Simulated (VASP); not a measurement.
The system is B.

```
CELL_PARAMETERS angstrom
2.79125 0.00000 0.00000
-1.39562 2.41729 0.00000
0.00000 0.00000 3.16676
ATOMIC_POSITIONS crystal
B 0.22540 0.00000 0.33333
B 0.00000 0.22540 0.66667
B 0.77460 0.77460 0.00000
```

| Quantity | Value |
| --- | --- |
| Program | VASP 6.6.1 |
| Task | relaxation of cell and atoms |
| Functional | r2SCAN |
| Potentials or basis | VASP PAW PBE potentials, release 64 (B) |
| Cutoff | 600 eV |
| k mesh | 9 × 9 × 6 |
| Occupations | gaussian, width 0.1 eV |
| Spin | no spin polarisation |

At the start: pressure 38.0 GPa; volume 7.12 Å³/atom.

**Question.** Where does the relaxation end?

**Answer.** Over 16 steps the energy falls by 550.6 meV/atom and the volume is 6.36 Å³/atom (-10.6 %); space group R-3m (No. 166, to 0.05 Å).

The path:
```tsv
step	energy change (eV)	largest force (eV/Å)	pressure (GPa)	volume (Å³)
1	0.0000	4.4157	38.04	21.37
2	-0.5116	0.4982	-37.76	26.89
3	-1.0386	0.3334	-17.05	24.06
4	-1.0394	0.3821	-16.30	24.00
5	-1.3452	0.4898	-8.53	22.00
6	-1.4071	0.4816	-2.66	21.05
7	-1.4405	0.5390	13.34	19.19
8	-1.6149	0.0821	1.47	19.40
9	-1.6451	0.0066	-2.82	19.46
10	-1.5639	0.0776	-9.10	19.52
11	-1.6476	0.0014	-3.74	19.47
12	-1.6476	0.0049	-4.00	19.47
13	-1.6483	0.0494	0.44	18.95
14	-1.6504	0.0240	-1.77	19.20
15	-1.6516	0.0172	1.10	19.05
16	-1.6519	0.0192	0.31	19.09
```

Final structure:
```yaml
crystal:
  lattice:
    - [2.37906, 0.00000, 0.00000]
    - [-1.18953, 2.06032, 0.00000]
    - [0.00000, 0.00000, 3.89503]
  atoms:
    - { symbol: B, position: [0.33674, 0.00000, 0.33333] }
    - { symbol: B, position: [0.00000, 0.33674, 0.66667] }
    - { symbol: B, position: [0.66326, 0.66326, 0.00000] }
```

Caveat: the PAW data sets were made with another functional, which shifts forces and pressure a little.
